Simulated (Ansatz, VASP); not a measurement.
# SrO: VASP beside Ansatz

```
Sr O
1.0
     0.00000    2.80122    2.79228
     2.80122    0.00000    2.79228
     2.80122    2.80122    0.00000
Sr O
1 1
Cartesian
  0.0000 0.0000 0.0000
  1.4006 1.4006 1.3961
```

Change from the starting cell: biaxial_xy strain +0.3%.

Alike in both runs: task single point; functional HSE06; k mesh 6 × 6 × 6; no spin polarisation.

|  | VASP | Ansatz |
| --- | --- | --- |
| version | VASP 6.6.1 | Ansatz 0.2.0 |
| potentials or method | VASP PAW PBE potentials, release 64 (Sr_sv, O) | plane waves, PAW |
| plane-wave cutoff (eV) | 520 | 420 |
| occupations | gaussian, width 0.01 eV | fixed |
| valence electrons in the cell | 16 | 16 |

|  | VASP | Ansatz | Ansatz less VASP |
| --- | --- | --- | --- |
| gap on the k mesh at the Fermi level (eV) | 3.83 | 3.83 | -0.002 |
| pressure (GPa) | -0.3 | -0.7 | -0.44 |

Ansatz's warnings: stress exchange threshold loose, stress scf threshold loose.
